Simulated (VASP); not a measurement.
Here is a VASP 6.6.1 calculation.

Contents of INCAR:

```
  PREC = Accurate
  ENCUT = 520
  EDIFF = 1E-7
  ISMEAR = -1
  SIGMA = 0.03
  LREAL = F
  LASPH = T
  NELM = 60
  ALGO = Normal
  ISIF = 2
  LWAVE = F
  LCHARG = F
  NBANDS = 21
```

The input KPOINTS:

```
regular mesh
0
Gamma
  7 7 7
```

Contents of POSCAR:

```
PbF2
1.0
    0.0000000000      2.9895184540      2.9895184540
    2.9895184540      0.0000000000      2.9895184540
    2.9895184540      2.9895184540      0.0000000000
Pb F
1 2
Direct
    0.0000000000      0.0000000000      0.0000000000
    0.2500000000      0.2500000000      0.2500000000
    0.7500000000      0.7500000000      0.7500000000
```

Potentials or basis: VASP PAW LDA potentials, release 64 (Pb_d, F).

Launch:

```sh
$ cat potpaw_LDA.64/Pb_d/POTCAR potpaw_LDA.64/F/POTCAR > POTCAR
$ mpirun -np 1 vasp_std > vasp.out
```

Task: Predict the pressure.

Result: -6.1 GPa.

Task: Predict the band gap on the k mesh.

Result: 4.26 eV, indirect (least direct gap 4.48 eV).

Caveat: spin-orbit coupling is left out, which moves the levels of the heavy elements. A k mesh can miss the band edges.
